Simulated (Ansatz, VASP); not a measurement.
## W: VASP beside Ansatz

File INCAR:

```
ALGO = Normal
EDIFF = 1E-6
ENCUT = 500
GGA = LIBXC
GGA_COMPAT = F
ISIF = 2
ISMEAR = -1
LASPH = T
LCHARG = T
LELF = T
LIBXC1 = GGA_X_B88
LIBXC2 = GGA_C_PBE
LREAL = F
LVHAR = T
LWAVE = F
NBANDS = 13
NELM = 120
PREC = Accurate
SIGMA = 0.05
```

KPOINTS

```
k-points
0
Gamma
  12 12 12
```

The input POSCAR:

```
W
1.0
   -1.5823450000      1.5823450000      1.5823450000
    1.5823450000     -1.5823450000      1.5823450000
    1.5823450000      1.5823450000     -1.5823450000
W
1
Direct
    0.0000000000      0.0000000000      0.0000000000
```

Contents of input.yaml:

```yaml
crystal:
  lattice:
    - [-1.582345, 1.582345, 1.582345]
    - [1.582345, -1.582345, 1.582345]
    - [1.582345, 1.582345, -1.582345]
  atoms:
    - { symbol: W, position: [0.0, 0.0, 0.0] }
hamiltonian:
  xc: { exchange: b88, correlation: pbe }
  pseudopotentials: { kind: paw }
kpoints:
  mp_grid: { grid: [12, 12, 12] }
  band_path:
    path:
      - [[0.0, 0.0, 0.0], [0.5, -0.5, 0.5], [0.0, 0.0, 0.5], [0.0, 0.0, 0.0], [0.25, 0.25, 0.25], [0.5, -0.5, 0.5]]
      - [[0.25, 0.25, 0.25], [0.0, 0.0, 0.5]]
    npoints: 14
scf:
  occupations: { method: fermi_dirac, width: 0.05 }
  n_extra_bands: 6
output:
  forces: true
  stress: true
  eigenvalues: true
  fatbands: false
```

Alike in both runs: functional b88 exchange, pbe correlation; k mesh 12 × 12 × 12; occupations fermi-dirac, width 0.05 eV; no spin polarisation.

|  | VASP | Ansatz |
| --- | --- | --- |
| version | VASP 6.6.1 | Ansatz 0.2.0 |
| potentials or method | VASP PAW PBE potentials, release 64 (W_sv) | Ansatz PAW |
| plane-wave cutoff (eV) | 500 | 420 |
| valence electrons in the cell | 14 | 14 |
| task | single point | band structure |

|  | VASP | Ansatz | Ansatz less VASP |
| --- | --- | --- | --- |
| gap on the k mesh at the Fermi level (eV) | none | none | - |
| pressure (GPa) | 5.9 | 5.4 | -0.56 |

VASP's potentials were made for PBE, not for b88 exchange, pbe correlation. A gap of «none» marks a metal or a gap that the smearing closes.

Neither program's run includes spin-orbit coupling.
